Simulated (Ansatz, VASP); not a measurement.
# Si: VASP beside Ansatz

INCAR

```
PREC = Accurate ; ENCUT = 500
EDIFF = 1E-6 ; ISMEAR = 0
SIGMA = 0.02 ; LREAL = False
LASPH = True ; NELM = 120
ALGO = Normal ; ISIF = 2
LWAVE = False ; LCHARG = False
GGA = PE ; NBANDS = 11
GGA_COMPAT = False
```

Contents of KPOINTS:

```
regular mesh
0
Gamma
  8 8 8
```

File POSCAR:

```
Si
1.0
    0.0000000000      2.8145026556      2.8145026556
    2.8145026556      0.0000000000      2.8145026556
    2.8145026556      2.8145026556      0.0000000000
Si
2
Direct
    0.7500000000      0.7500000000      0.7500000000
    0.5000000000      0.5000000000      0.5000000000
```

Input for Ansatz:

```yaml
crystal:
  lattice:
    - [0.0, 2.8145026556, 2.8145026556]
    - [2.8145026556, 0.0, 2.8145026556]
    - [2.8145026556, 2.8145026556, 0.0]
  atoms:
    - { symbol: Si, position: [0.75, 0.75, 0.75] }
    - { symbol: Si, position: [0.5, 0.5, 0.5] }
basis: {}
kpoints:
  mp_grid: { grid: [8, 8, 8] }
hamiltonian:
  xc: pbe
  pseudopotentials: { kind: all_electron, lapw: {} }
scf:
  occupations: { method: gaussian, width: 0.02 }
output:
  forces: true
  stress: true
  eigenvalues: true
```

Alike in both runs: task single point; functional PBE; k mesh 8 × 8 × 8; occupations gaussian, width 0.02 eV; no spin polarisation.

```csv
,VASP,Ansatz
version,VASP 6.6.1,Ansatz 0.2.0
potentials or method,"VASP PAW PBE potentials, release 64 (Si), cutoff 500 eV","scalar-relativistic, all-electron LAPW"
```

VASP gave:

```
gap on the k mesh at the Fermi level (eV) : 0.78
least direct gap on the mesh (eV)         : 2.18
pressure (GPa)                            : -6.4
```

**Question.** Estimate Ansatz's values.

**Answer.** gap on the k mesh at the Fermi level (eV): 0.78; least direct gap on the mesh (eV): 2.17; pressure (GPa): -6.3.

Ansatz ran all-electron here, and VASP with PAW potentials.
